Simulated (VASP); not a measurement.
Here is a VASP 6.6.1 calculation.

File INCAR:

```
PREC = Accurate
ENCUT = 520
EDIFF = 1E-7
ISMEAR = -1
SIGMA = 0.1
LREAL = False
LASPH = True
NELM = 100
ALGO = Normal
ISIF = 2
LWAVE = False
LCHARG = True
GGA = RE
LELF = True
LVHAR = True
NBANDS = 12
```

File KPOINTS:

```
Automatic mesh
0
Gamma
  17 17 17
```

The input POSCAR:

```
Cd
1.0
    3.1232060622      0.0000000000      0.0000000000
    0.0000000000      3.1232060622      0.0000000000
    0.0000000000      0.0000000000      3.1232060622
Cd
1
Direct
    0.0000000000      0.0000000000      0.0000000000
```

Potentials or basis: VASP PAW PBE potentials, release 64 (Cd).

The run is started by

```bash
$ cat potpaw_PBE.64/Cd/POTCAR > POTCAR
$ mpirun -np 1 vasp_std > vasp.out
```

Predict the band gap on the k mesh.

zero (band 6 reaches 4.50 eV, above the bottom of band 7 at -0.46 eV).

What does it give for the pressure?

-1.2 GPa.

Caveat: the PAW data sets were made with another functional, which shifts forces and pressure a little.
